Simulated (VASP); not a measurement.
Write the native input for VASP 6.6.1 that does the following.

| Item | Value |
| --- | --- |
| Task | single point |
| Functional | PBEsol |
| Potentials or basis | VASP PAW PBE potentials, release 64 (Al, N) |
| Cutoff | 600 eV |
| k mesh | 10 × 10 × 10 |
| Occupations | gaussian, width 0.02 eV |
| Spin | no spin polarisation |
| Dipole correction | no |
| Further INCAR settings | ALGO = Normal; EDIFF = 1e-06; NBANDS = 11 |

The structure of AlN lies in POSCAR:

```
AlN
1.0
    0.0000000000      1.9813314392      1.9813314392
    1.9813314392      0.0000000000      1.9813314392
    1.9813314392      1.9813314392      0.0000000000
Al N
1 1
Direct
    0.5000000000      0.5000000000      0.5000000000
    0.0000000000      0.0000000000      0.0000000000
```

These files were run (other wordings do the same):

INCAR

```
SYSTEM = AlN
ALGO = Normal
EDIFF = 1E-6
ENCUT = 600
GGA = PS
GGA_COMPAT = .FALSE.
ISIF = 2
ISMEAR = 0
LASPH = .TRUE.
LCHARG = .FALSE.
LREAL = .FALSE.
LWAVE = .FALSE.
NBANDS = 11
NELM = 120
PREC = Accurate
SIGMA = 0.02
```

KPOINTS

```
k-points
0
G
  10 10 10
  0 0 0
```

Potentials or basis: VASP PAW PBE potentials, release 64 (Al, N).

Run with:

```sh
$ cat potpaw_PBE.64/Al/POTCAR potpaw_PBE.64/N/POTCAR > POTCAR
$ mpirun -np 1 vasp_std > vasp.out
```

Results of the run:

```
Pressure               : 18.2 GPa
Band gap on the k mesh : 5.03 eV (least direct gap 6.57 eV)
```

Caveat: the cell stands under pressure; the PAW data sets were made with another functional, which shifts forces and pressure a little.

It took 8 s on 1 thread of Intel(R) Xeon(R) Platinum 8488C (Sapphire Rapids), on a shared host, peak memory 0.13 GiB.
